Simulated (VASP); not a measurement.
# Sr: single point with LDA

The system is Sr.

```
Sr
1.0
     4.00687    0.00000    0.00000
    -2.00343    3.55283    0.00000
     0.00000    0.00000    6.71543
Sr
2
Direct
  0.21957 0.66667 0.25000
  0.78043 0.33333 0.75000
```

This cell differs from its parent crystal: mode 4 frozen in at -0.467 Å, normal strain along x -0.0233.

- Program: VASP 6.6.1
- Task: single point
- Functional: LDA
- Potentials or basis: VASP PAW LDA potentials, release 64 (Sr_sv)
- Cutoff: 520 eV
- k mesh: 12 × 12 × 8
- Occupations: gaussian, width 0.15 eV
- Spin: no spin polarisation

```json
{"Pressure": "0.2 GPa", "Largest force": "0.322 eV/Å", "Band gap on the k mesh": "zero (band 10 reaches 2.11 eV, above the bottom of band 11 at 1.67 eV)"}
```

Forces on the atoms (eV/Å):
```
Sr   0.220  0.235  0.000
Sr  -0.220 -0.235  0.000
```

Stress tensor (GPa, compression positive):
```
-0.17  1.02  0.00
 1.02 -0.11  0.00
 0.00  0.00  1.02
```

Levels at points of the mesh, in eV from the Fermi level:
```csv
k point,band 8,band 9,band 10,band 11,band 12,band 13
"(0.00, 0.00, 0.00)",-18.11,-3.81,-1.20,0.35,1.74,2.26
"(0.50, 0.00, 0.00)",-18.17,-0.81,-0.61,0.39,0.69,0.81
"(0.50, 0.50, 0.00)",-18.10,-1.36,-0.45,-0.14,0.14,2.31
"(0.00, 0.50, 0.00)",-18.16,-1.10,-0.46,-0.03,0.62,1.37
"(0.00, 0.00, 0.50)",-18.14,-2.77,-2.77,1.20,1.20,2.35
"(0.50, 0.00, 0.50)",-18.19,-0.96,-0.96,0.75,0.75,1.03
"(0.50, 0.50, 0.50)",-18.21,-0.56,-0.56,-0.06,-0.06,1.69
"(0.00, 0.50, 0.50)",-18.17,-0.93,-0.93,0.39,0.39,1.18
```

It took 7 min on 1 thread of Oxide Virtual Turin-like Processor (shared host), peak memory 0.53 GiB.

Caveat: the cell differs from its parent crystal (mode 4 frozen in at -0.467 Å, normal strain along x -0.0233).
